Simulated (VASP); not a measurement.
# SrTiO3 (Pm-3m) in VASP: notebook

The runs below take SrTiO3 through single point, with HSE06, PBE0.

Everything below comes from runs of VASP 6.6.1. Logs are shortened: lines on timing, memory, paths and dates and some standing lists are left out, and cuts for length are marked.

### 1 The cell of the first run

The structure is cubic, space group Pm-3m (No. 221). Conventional cell: a = 3.907 Å, b = 3.907 Å, c = 3.907 Å, α = 90.00°, β = 90.00°, γ = 90.00°. Sr (site symmetry m-3m) has 12 O at 2.76 Å and 8 Ti at 3.38 Å within 3.6 Å. Within 2.6 Å of Ti (site symmetry m-3m) lie 6 O at 1.95 Å. Within 2.6 Å of O (site symmetry 4/mmm) lie 2 Ti at 1.95 Å.

### 2 Single point, HSE06

POSCAR reads:

```
SrTiO3
1.0
    3.9068515433      0.0000000000      0.0000000000
    0.0000000000      3.9068515433      0.0000000000
    0.0000000000      0.0000000000      3.9068515433
Sr Ti O
1 1 3
Direct
    0.0000000000      0.0000000000      0.0000000000
    0.5000000000      0.5000000000      0.5000000000
    0.5000000000      0.0000000000      0.5000000000
    0.5000000000      0.5000000000      0.0000000000
    0.0000000000      0.5000000000      0.5000000000
```

INCAR.step1 reads:

```
ALGO     = Normal         # electronic algorithm
EDIFF    = 1E-5           # SCF threshold, eV
ENCUT    = 520            # plane-wave cutoff, eV
GGA      = PE             # functional
ISIF     = 2              # what is computed and relaxed
ISMEAR   = 0              # smearing method
LASPH    = T              # aspherical terms in the spheres
LREAL    = F              # projectors in reciprocal space
LWAVE    = T              # write WAVECAR
NBANDS   = 28             # bands
NELM     = 80             # most SCF steps
PREC     = Accurate       # precision mode
SIGMA    = 0.01           # smearing width, eV
```

INCAR.step2 reads:

```
ALGO     = Normal         # electronic algorithm
EDIFF    = 1E-6           # SCF threshold, eV
ENCUT    = 520            # plane-wave cutoff, eV
GGA      = PE             # functional
HFSCREEN = 0.2079         # screening, 1/A
ISIF     = 2              # what is computed and relaxed
ISMEAR   = 0              # smearing method
ISTART   = 1            
LASPH    = T              # aspherical terms in the spheres
LCHARG   = T              # write CHGCAR
LELF     = T              # ELF
LHFCALC  = T              # exact exchange
LREAL    = F              # projectors in reciprocal space
LVHAR    = T            
LWAVE    = F              # write WAVECAR
NBANDS   = 28             # bands
NELM     = 80             # most SCF steps
PREC     = Accurate       # precision mode
PRECFOCK = Fast         
SIGMA    = 0.01           # smearing width, eV
```

KPOINTS reads:

```
k-points
0
Gamma
  4 4 4
```

Potentials or basis: VASP PAW PBE potentials, release 64 (Sr_sv, Ti_sv, O).

Run with:

```sh
$ cat potpaw_PBE.64/Sr_sv/POTCAR potpaw_PBE.64/Ti_sv/POTCAR potpaw_PBE.64/O/POTCAR > POTCAR
$ cp INCAR.step1 INCAR
$ mpirun -np 1 vasp_std > vasp.out
$ cp INCAR.step2 INCAR
$ mpirun -np 1 vasp_std > vasp.out
```

OUTCAR:

```text
EDIFF = 1E-6
   ENCUT = 520
   GGA = PE
   HFSCREEN = 0.2079
   ISIF = 2
   ISMEAR = 0
   ISTART = 1
   LASPH = T
   LHFCALC = T
   LREAL = F
   NELM = 80
   PREC = Accurate
   PRECFOCK = Fast

 ion  position               nearest neighbor table
   1  0.000  0.000  0.000-   3 2.76   4 2.76   5 2.76   3 2.76   5 2.76   4 2.76   5 2.76   5 2.76
                             3 2.76   4 2.76   3 2.76   4 2.76   2 3.38   2 3.38   2 3.38   2 3.38
   2  0.500  0.500  0.500-   3 1.95   4 1.95   5 1.95   4 1.95   3 1.95   5 1.95   1 3.38   1 3.38
                             1 3.38   1 3.38   1 3.38   1 3.38   1 3.38   1 3.38
   3  0.500  0.000  0.500-   2 1.95   2 1.95   1 2.76   1 2.76   1 2.76   1 2.76
   4  0.500  0.500  0.000-   2 1.95   2 1.95   1 2.76   1 2.76   1 2.76   1 2.76
   5  0.000  0.500  0.500-   2 1.95   2 1.95   1 2.76   1 2.76   1 2.76   1 2.76

  LATTYP: Found a simple cubic cell.
 ALAT       =     3.9068515433

  Lattice vectors:

 A1 = (   3.9068515433,   0.0000000000,   0.0000000000)
 A2 = (   0.0000000000,   3.9068515433,   0.0000000000)
 A3 = (   0.0000000000,   0.0000000000,   3.9068515433)

Analysis of symmetry for initial positions (statically):
=====================================================================
 Subroutine PRICEL returns:
 Original cell was already a primitive cell.

 Routine SETGRP: Setting up the symmetry group for a
 simple cubic supercell.

 Subroutine GETGRP returns: Found 48 space group operations
 (whereof 48 operations were pure point group operations)
 out of a pool of 48 trial point group operations.

The static configuration has the point symmetry O_h .

Analysis of symmetry for dynamics (positions and initial velocities):
=====================================================================
 Subroutine PRICEL returns:
 Original cell was already a primitive cell.

 Routine SETGRP: Setting up the symmetry group for a
 simple cubic supercell.

 Subroutine GETGRP returns: Found 48 space group operations
 (whereof 48 operations were pure point group operations)
 out of a pool of 48 trial point group operations.

The dynamic configuration has the point symmetry O_h .

 Subroutine INISYM returns: Found 48 space group operations
 (whereof 48 operations are pure point group operations),
 and found     1 'primitive' translations

----------------------------------------------------------------------------------------

                                     Primitive cell

  volume of cell :      59.6322

  direct lattice vectors                    reciprocal lattice vectors
     3.906851543  0.000000000  0.000000000     0.255960583  0.000000000  0.000000000
     0.000000000  3.906851543  0.000000000     0.000000000  0.255960583  0.000000000
     0.000000000  0.000000000  3.906851543     0.000000000  0.000000000  0.255960583

  length of vectors
     3.906851543  3.906851543  3.906851543     0.255960583  0.255960583  0.255960583

  position of ions in fractional coordinates (direct lattice)
     0.000000000  0.000000000  0.000000000
     0.500000000  0.500000000  0.500000000
     0.500000000  0.000000000  0.500000000
     0.500000000  0.500000000  0.000000000
     0.000000000  0.500000000  0.500000000

  ion indices of the primitive-cell ions
   primitive index   ion index
                 1           1
                 2           2
                 3           3
                 4           4
                 5           5

----------------------------------------------------------------------------------------

 KPOINTS: k-points

Automatic generation of k-mesh.
 Grid dimensions read from file:
 generate k-points for:    4    4    4

 Generating k-lattice:

  Cartesian coordinates                     Fractional coordinates (reciprocal lattice)
     0.063990146  0.000000000  0.000000000     0.250000000  0.000000000  0.000000000
     0.000000000  0.063990146  0.000000000     0.000000000  0.250000000  0.000000000
     0.000000000  0.000000000  0.063990146     0.000000000  0.000000000  0.250000000

  Length of vectors
     0.063990146  0.063990146  0.063990146

  Shift w.r.t. Gamma in fractional coordinates (k-lattice)
     0.000000000  0.000000000  0.000000000

 Subroutine IBZKPT returns following result:
 ===========================================

 Found     10 irreducible k-points:

 Following reciprocal coordinates:
            Coordinates               Weight
  0.000000  0.000000  0.000000      1.000000
  0.250000  0.000000  0.000000      6.000000
  0.500000  0.000000  0.000000      3.000000
  0.250000  0.250000  0.000000     12.000000
  0.500000  0.250000  0.000000     12.000000
  0.500000  0.500000  0.000000      3.000000
  0.250000  0.250000  0.250000      8.000000
  0.500000  0.250000  0.250000     12.000000
  0.500000  0.500000  0.250000      6.000000
  0.500000  0.500000  0.500000      1.000000
   k-points           NKPTS =     10   k-points in BZ     NKDIM =     64   number of bands    NBANDS=     28
   number of dos      NEDOS =    301   number of ions     NIONS =      5
   total plane-waves  NPLWV =  27000
   dimension x,y,z NGX =    30 NGY =   30 NGZ =   30
   dimension x,y,z NGXF=    60 NGYF=   60 NGZF=   60
   ions per type =               1   1   3
   NGX,Y,Z   is equivalent  to a cutoff of  12.77, 12.77, 12.77 a.u.
   NGXF,Y,Z  is equivalent  to a cutoff of  25.53, 25.53, 25.53 a.u.
 SYSTEM =  unknown system
   PREC   = accura    normal or accurate (medium, high low for compatibility)
   ISTART =      1    job   : 0-new  1-cont  2-samecut
   ICHARG =      0    charge: 1-file 2-atom 10-const
   ISPIN  =      1    spin polarized calculation?
   LNONCOLLINEAR =      F non collinear calculations
   LSORBIT =      F    spin-orbit coupling
   LASPH  =      T    aspherical Exc in radial PAW
   ENCUT  =  520.0 eV  38.22 Ry    6.18 a.u.   7.26  7.26  7.26*2*pi/ulx,y,z
   NELM   =     80;   NELMIN=  2; NELMDL=  0     # of ELM steps
   EDIFF  = 0.1E-05   stopping-criterion for ELM
   LREAL  =      F    real-space projection
   EDIFFG = 0.1E-04   stopping-criterion for IOM
   NSW    =      0    number of steps for IOM
   IBRION =     -1    ionic relax: 0-MD 1-quasi-New 2-CG
   NFREE  =      0    steps in history (QN), initial steepest desc. (CG)
   ISIF   =      2    stress and relaxation
   ISYM   =      3    0-nonsym 1-usesym 2-fastsym
   POTIM  = 0.5000    time-step for ionic-motion
   TEBEG  =    0.0;   TEEND  =   0.0 temperature during run
   PSTRESS=    0.0 pullay stress
   NELECT =      40.0000    total number of electrons
   NUPDOWN=      -1.0000    fix difference up-down
   EMIN   =  10.00;   EMAX   =-10.00  energy-range for DOS
   EFERMI =   0.00;   METHOD = LEGACY
   ISMEAR =     0;   SIGMA  =   0.01  broadening in eV -4-tet -1-fermi 0-gaus
   EFERMI_NEDOS =   21; number of points for ismear=-14 and -15
   IALGO  =     38    algorithm
   IMIX   =      1    mixing-type and parameters
     AMIX     =   0.40;   BMIX     =  1.00
     AMIX_MAG =   1.60;   BMIX_MAG =  1.00
  volume/ion in A,a.u.               =      11.93        80.48
  Fermi-wavevector in a.u.,A,eV,Ry     =   1.433072  2.708113 27.942210  2.053694
  Thomas-Fermi vector in A             =   2.552630
   LORBIT       =      0    0 simple, 1 ext, 2 COOP (PROOUT), +10 PAW based schemes
   GGA     = PE    functional components
   LHFCALC =     T    Hartree Fock is set to
   PRECFOCK=fast      Normal, Fast or Accurate (Low or Medium for compatibility)
   ENCUT4O =  -1.0   cutoff for four orbital integrals eV
   NKREDX  =     1    reduce k-point grid by
   NKREDY  =     1    reduce k-point grid by
   NKREDZ  =     1    reduce k-point grid by
   AEXX    =    0.2500 exact exchange contribution
   HFSCREEN=    0.2079 screening length (either q_TF or 0.3 A-1)
   HFSCREENC=   0.2079 screening length for correlation (either q_TF or 0.3 A-1)
   ENCUTFOCK=  -1.0 apply spherical cutoff to Coloumb kernel
   IVDW    =     0    specifies the selected vdW correction
   LEPSILON=     F    determine dielectric tensor
   LRPA    =     F    only Hartree local field effects (RPA)
 non-spin polarized calculation
 Gauss-broadening in eV      SIGMA  =   0.01
  energy-cutoff  :      520.00
  volume of cell :       59.63
 maximum number of plane-waves:      1640
 NGX is ok and might be reduce to    30
  NGX = 16; NGY = 16; NGZ = 16

 number of electron      40.0000004 magnetization

 Free energy of the ion-electron system (eV)
  ---------------------------------------------------
  ext. energy  EPLUGINS =         0.00000000
  ---------------------------------------------------
  free energy    TOTEN  =       -48.61382134 eV

  energy without entropy =      -48.61382134  energy(sigma->0) =      -48.61382134

 E-fermi :   3.2567     XC(G=0):  -9.2477

 val. band max:        3.1346373038   @ k =   0.5000   0.5000   0.5000
 cond. band min:       6.4197384488   @ k =   0.0000   0.0000   0.0000
 fundamental gap:      3.2851011451
 Fermi energy:         3.2566553003

 k-point     1 :       0.0000    0.0000    0.0000
  band No.  band energies     occupation
      1     -57.7134      2.00000
      2     -32.2947      2.00000
      3     -32.2947      2.00000
      4     -32.2947      2.00000
      5     -31.5538      2.00000
      6     -15.9804      2.00000
[... 20 lines left out ...]
     27      10.1588      0.00000
     28      10.9568      0.00000

 k-point     2 :       0.2500    0.0000    0.0000
  band No.  band energies     occupation
      1     -57.7127      2.00000
      2     -32.3396      2.00000
      3     -32.2923      2.00000
      4     -32.2923      2.00000
      5     -31.5318      2.00000
      6     -15.9911      2.00000
[... 20 lines left out ...]
     27      11.1469      0.00000
     28      12.3990      0.00000

 k-point     3 :       0.5000    0.0000    0.0000
  band No.  band energies     occupation
      1     -57.7120      2.00000
      2     -32.3831      2.00000
      3     -32.2900      2.00000
      4     -32.2900      2.00000
      5     -31.5111      2.00000
      6     -16.0956      2.00000
[... 182 lines left out ...]
      3     -32.3603      2.00000
      4     -32.3215      2.00000
      5     -31.4973      2.00000
      6     -14.9288      2.00000
[... 20 lines left out ...]
     27      12.9651      0.00000
     28      13.3729      0.00000

 k-point    10 :       0.5000    0.5000    0.5000
  band No.  band energies     occupation
      1     -57.7092      2.00000
      2     -32.3577      2.00000
      3     -32.3577      2.00000
      4     -32.3577      2.00000
      5     -31.4873      2.00000
      6     -14.5348      2.00000
[... 20 lines left out ...]
     27      13.3692      0.00000
     28      13.3692      0.00000

------------------------ aborting loop because EDIFF is reached ----------------------------------------

  FORCE on cell =-STRESS in cart. coord.  units (eV):
  Direction    XX          YY          ZZ          XY          YZ          ZX
  --------------------------------------------------------------------------------------
  -------------------------------------------------------------------------------------
  Total       -0.4145906     -0.4145906     -0.4145906     -0.0000000     -0.0000000     -0.0000000
  in kB      -11.1390793    -11.1390793    -11.1390793     -0.0000000     -0.0000000     -0.0000000
  external PRESSURE =     -11.1390793 kB  Pullay stress =       0.0000000 kB

 VOLUME and BASIS-vectors are now :
 -----------------------------------------------------------------------------
  energy-cutoff  :      520.00
  volume of cell :       59.63
      direct lattice vectors                 reciprocal lattice vectors
     3.906851543  0.000000000  0.000000000     0.255960583  0.000000000  0.000000000
     0.000000000  3.906851543  0.000000000     0.000000000  0.255960583  0.000000000
     0.000000000  0.000000000  3.906851543     0.000000000  0.000000000  0.255960583

 POSITION                                       TOTAL-FORCE (eV/Angst)
 -----------------------------------------------------------------------------------
      0.00000      0.00000      0.00000         0.000000      0.000000      0.000000
      1.95343      1.95343      1.95343         0.000000      0.000000      0.000000
      1.95343      0.00000      1.95343         0.000000      0.000000      0.000000
      1.95343      1.95343      0.00000         0.000000      0.000000      0.000000
      0.00000      1.95343      1.95343         0.000000      0.000000      0.000000
 -----------------------------------------------------------------------------------
    total drift:                               -0.000000      0.000001      0.000001

  FREE ENERGIE OF THE ION-ELECTRON SYSTEM (eV)
  ---------------------------------------------------
  free  energy   TOTEN  =       -48.6138213433 eV

  energy  without entropy=      -48.6138213433  energy(sigma->0) =      -48.61382134
```

Run time: 8.9 min. Hardware: 1 thread of Intel Xeon Platinum 8559C (Emerald Rapids), shared host; peak memory 0.29 GiB.

What came out:

```
Free energy            : -48.6138 eV
Pressure               : -1.1 GPa
Band gap on the k mesh : 3.29 eV (least direct gap 3.67 eV)
```

Caveat: the PAW data sets were made with another functional, which shifts forces and pressure a little. A k mesh can miss the band edges.

### 3 Single point, PBE0

POSCAR is that of step 2.

INCAR.step1 reads:

```
  PREC = Accurate
  ENCUT = 520
  EDIFF = 1E-5
  ISMEAR = 0
  SIGMA = 0.01
  LREAL = F
  LASPH = T
  NELM = 100
  ALGO = Normal
  ISIF = 2
  LWAVE = T
  NBANDS = 28
  GGA = PE
```

INCAR.step2 reads:

```
  PREC = Accurate
  ENCUT = 520
  EDIFF = 1E-6
  ISMEAR = 0
  SIGMA = 0.01
  LREAL = F
  LASPH = T
  NELM = 100
  ALGO = Normal
  ISIF = 2
  LWAVE = F
  LCHARG = T
  GGA = PE
  LHFCALC = T
  AEXX = 0.25
  PRECFOCK = Fast
  LELF = T
  LVHAR = T
  NBANDS = 28
  ISTART = 1
```

KPOINTS reads:

```
regular mesh
0
Gamma
  4 4 4
```

Potentials or basis: VASP PAW PBE potentials, release 64 (Sr_sv, Ti_sv, O).

Run with:

```sh
$ cat potpaw_PBE.64/Sr_sv/POTCAR potpaw_PBE.64/Ti_sv/POTCAR potpaw_PBE.64/O/POTCAR > POTCAR
$ cp INCAR.step1 INCAR
$ mpirun -np 1 vasp_std > vasp.out
$ cp INCAR.step2 INCAR
$ mpirun -np 1 vasp_std > vasp.out
```

Wall time 7.7 min (1 thread of Intel Xeon Platinum 8559C (Emerald Rapids), shared host); peak memory 0.18 GiB.

It converged, with:

```
Free energy            : -51.3705 eV
Pressure               : -1.3 GPa
Band gap on the k mesh : 4.05 eV (least direct gap 4.43 eV)
```

Levels at points of the mesh, in eV from the valence-band top:
```
           k point  band 17  band 18  band 19  band 20  band 21  band 22  band 23  band 24
(0.00, 0.00, 0.00)    -1.25    -0.37    -0.37    -0.37     4.05     4.05     4.05     6.47
(0.50, 0.00, 0.00)    -2.52    -2.10    -0.80    -0.80     4.24     6.19     6.19     6.49
(0.50, 0.50, 0.00)    -1.97    -1.71    -1.71    -0.10     6.20     6.20     6.77     7.56
(0.50, 0.50, 0.50)    -4.06     0.00     0.00     0.00     7.01     7.01     7.01     9.41
```

Caveat: the PAW data sets were made with another functional, which shifts forces and pressure a little.
